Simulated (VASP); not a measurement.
**CsPbCl3: single point with PBEsol**

CsPbCl3:

```
Cs Pb Cl
1.0
     5.61865    0.00000    0.00000
     0.00000    5.61865    0.00000
     0.00000    0.00000    5.61865
Cs Pb Cl
1 1 3
Direct
  0.50000 0.50000 0.50000
  0.00000 0.00000 0.00000
  0.50000 0.00000 0.00000
  0.00000 0.50000 0.00000
  0.00000 0.00000 0.50000
```

```json
{"Program": "VASP 6.6.1", "Task": "single point", "Functional": "PBEsol", "Potentials or basis": "VASP PAW PBE potentials, release 64 (Cs_sv, Pb_d, Cl)", "Cutoff": "520 eV", "k mesh": "6 × 6 × 6", "Occupations": "gaussian, width 0.01 eV", "Spin": "no spin polarisation", "Dipole correction": "no", "Further INCAR settings": "ALGO = Normal; EDIFF = 1e-07; NBANDS = 30"}
```

The pressure is 0.0 GPa and the band gap on the k mesh is 1.84 eV.

Levels at points of the mesh, in eV from the valence-band top:
| k point | band 19 | band 20 | band 21 | band 22 | band 23 | band 24 | band 25 | band 26 |
| --- | --- | --- | --- | --- | --- | --- | --- | --- |
| (0.00, 0.00, 0.00) | -2.58 | -2.48 | -2.48 | -2.48 | 3.24 | 4.26 | 4.26 | 5.15 |
| (0.50, 0.00, 0.00) | -2.69 | -2.59 | -2.59 | -1.67 | 2.94 | 4.63 | 5.17 | 5.26 |
| (0.50, 0.50, 0.00) | -2.77 | -2.71 | -2.16 | -0.81 | 2.43 | 2.43 | 4.86 | 5.35 |
| (0.50, 0.50, 0.50) | -2.15 | -2.15 | -2.15 | 0.00 | 1.84 | 1.84 | 1.84 | 5.03 |

It took 42 s on 1 thread of Intel(R) Xeon(R) 6975P-C (Granite Rapids) (shared host), peak memory 0.31 GiB.

Caveat: the PAW data sets were made with another functional, which shifts forces and pressure a little; spin-orbit coupling is left out, which moves the levels of the heavy elements. A k mesh can miss the band edges.
